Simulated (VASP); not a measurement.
CdS (kx), 2 atoms in the cell. Symmetry: F-43m, No. 216, cubic system. The conventional cell has a = 5.886 Å, b = 5.886 Å, c = 5.886 Å, α = 90.00°, β = 90.00°, γ = 90.00°. Cd (site symmetry -43m) has 4 S at 2.55 Å within 3.4 Å. Within 3.4 Å of S (site symmetry -43m) lie 4 Cd at 2.55 Å. 

| Item | Value |
| --- | --- |
| Program | VASP 6.6.1 |
| Task | vibrations by perturbation theory |
| Functional | LDA |
| Potentials or basis | VASP PAW LDA potentials, release 64 (Cd, S) |
| Cutoff | 500 eV |
| k mesh | 8 × 8 × 8 |
| Occupations | gaussian, width 0.01 eV |
| Spin | no spin polarisation |
| Dipole correction | no |
| Further INCAR settings | ALGO = Normal; EDIFF = 1e-08; NBANDS = 16; IBRION = 8; NSW = 1 |

Potentials or basis: VASP PAW LDA potentials, release 64 (Cd, S).

Run with:

```console
$ cat potpaw_LDA.64/Cd/POTCAR potpaw_LDA.64/S/POTCAR > POTCAR
$ mpirun -np 1 vasp_std > vasp.out
```

Hardware: 1 thread of AMD EPYC 9R14 (Zen 4) (shared host).

**Question.** Estimate the wall time of this run.

**Answer.** It took 5.3 min on 1 thread of AMD EPYC 9R14 (Zen 4) (shared host), peak memory 0.28 GiB. Counts: scf iterations 132, k points 29.
